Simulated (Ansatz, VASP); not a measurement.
Cu: VASP beside Ansatz

The input INCAR:

```
PREC     = Accurate       # precision mode
ENCUT    = 600            # plane-wave cutoff, eV
EDIFF    = 1E-6           # SCF threshold, eV
ISMEAR   = 0              # smearing method
SIGMA    = 0.1            # smearing width, eV
LREAL    = False          # projectors in reciprocal space
LASPH    = True           # aspherical terms in the spheres
NELM     = 100            # most SCF steps
ALGO     = Fast           # electronic algorithm
ISIF     = 3              # what is computed and relaxed
LWAVE    = False          # write WAVECAR
LCHARG   = False          # write CHGCAR
GGA      = PE             # functional
IBRION   = 2              # ionic algorithm
NSW      = 90             # ionic steps
EDIFFG   = -0.04          # ionic threshold
```

The input KPOINTS:

```
Automatic mesh
0
Gamma
  4 4 4
```

POSCAR

```
Cu
1.0
    0.0000000000      3.7017132300      3.7017132300
    3.7017132300      0.0000000000      3.7017132300
    3.7017132300      3.7017132300      0.0000000000
Cu
8
Direct
    0.8831778600      0.8831778600      0.8831778600
    0.8831778600      0.8831778600      0.3504664300
    0.8831778600      0.3504664300      0.8831778600
    0.3504664300      0.8831778600      0.8831778600
    0.3668221400      0.3668221400      0.8995335700
    0.3668221400      0.3668221400      0.3668221400
    0.3668221400      0.8995335700      0.3668221400
    0.8995335700      0.3668221400      0.3668221400
```

Input for Ansatz:

```yaml
crystal:
  lattice:
    - [0.0, 3.70171323, 3.70171323]
    - [3.70171323, 0.0, 3.70171323]
    - [3.70171323, 3.70171323, 0.0]
  atoms:
    - { symbol: Cu, position: [0.88317786, 0.88317786, 0.88317786] }
    - { symbol: Cu, position: [0.88317786, 0.88317786, 0.35046643] }
    - { symbol: Cu, position: [0.88317786, 0.35046643, 0.88317786] }
    - { symbol: Cu, position: [0.35046643, 0.88317786, 0.88317786] }
    - { symbol: Cu, position: [0.36682214, 0.36682214, 0.89953357] }
    - { symbol: Cu, position: [0.36682214, 0.36682214, 0.36682214] }
    - { symbol: Cu, position: [0.36682214, 0.89953357, 0.36682214] }
    - { symbol: Cu, position: [0.89953357, 0.36682214, 0.36682214] }
basis:
  ecutwfc: 420
kpoints:
  mp_grid: { grid: [4, 4, 4] }
hamiltonian:
  xc: pbe
scf:
  occupations: { method: gaussian, width: 0.1 }
  lower_state_search: "off"
output:
  forces: true
  stress: true
  eigenvalues: true
relax:
  adjacent_minimum: "off"
  f_tol: 0.04
  max_steps: 70
  cell: { stress_tol: 0.4 }
```

Alike in both runs: task relaxation of cell and atoms; functional PBE; k mesh 4 × 4 × 4; occupations gaussian, width 0.1 eV; no spin polarisation.

|  | VASP | Ansatz |
| --- | --- | --- |
| version | VASP 6.6.1 | Ansatz 0.2.0 |
| potentials or method | VASP PAW PBE potentials, release 64 (Cu), cutoff 600 eV | scalar-relativistic, plane waves, PAW |
| valence electrons in the cell | 88 | 152 |

|  | VASP | Ansatz | Ansatz less VASP |
| --- | --- | --- | --- |
| gap on the k mesh at the Fermi level, each at its own relaxed structure (eV) | none | none | - |
| relaxed volume (Å³/atom) | 12.07 | 12.02 | -0.050 |
| relaxed length of the cell vector where the two differ most in proportion (Å) | 5.149 | 5.142 | -0.0071 |

A gap of «none» marks a metal or a gap that the smearing closes. VASP's potentials hold 88 valence electrons a cell and Ansatz's 152, so a difference there can come from the potentials and not from the codes.

The k mesh is coarse, so the values compare programs but aren't converged.
